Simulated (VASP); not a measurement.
Ni: single point with revPBE

Crystal: Ni.

```xyz
1
Lattice="0.0000 1.7692 1.7692 1.7692 0.0000 1.7692 1.7692 1.7692 0.0000" Properties=species:S:1:pos:R:3 pbc="T T T"
Ni    0.0000    0.0000    0.0000
```

* Program: VASP 6.6.1
* Task: single point
* Functional: revPBE
* Potentials or basis: VASP PAW PBE potentials, release 64 (Ni)
* Cutoff: 520 eV
* k mesh: 25 × 25 × 25
* Occupations: fermi-dirac, width 0.1 eV
* Spin: no spin polarisation

- Pressure: 0.3 GPa
- Band gap on the k mesh: zero (band 5 reaches 9.20 eV, above the bottom of band 6 at 8.27 eV)

Levels at points of the mesh, in eV from the Fermi level:
| k point | band 2 | band 3 | band 4 | band 5 | band 6 | band 7 | band 8 | band 9 |
| --- | --- | --- | --- | --- | --- | --- | --- | --- |
| (0.00, 0.00, 0.00) | -1.82 | -1.82 | -1.82 | -0.76 | -0.76 | 23.62 | 27.47 | 27.47 |

Wall time 37 s on 1 thread of Intel(R) Xeon(R) Platinum 8375C CPU @ 2.90GHz (Ice Lake), with other jobs on the host, peak memory 0.17 GiB.

Caveat: the PAW data sets were made with another functional, which shifts forces and pressure a little; the run has no spin polarisation, though such a crystal can be magnetic. Spin polarisation is off, so any magnetic state and its effect on volume and gap are missing.
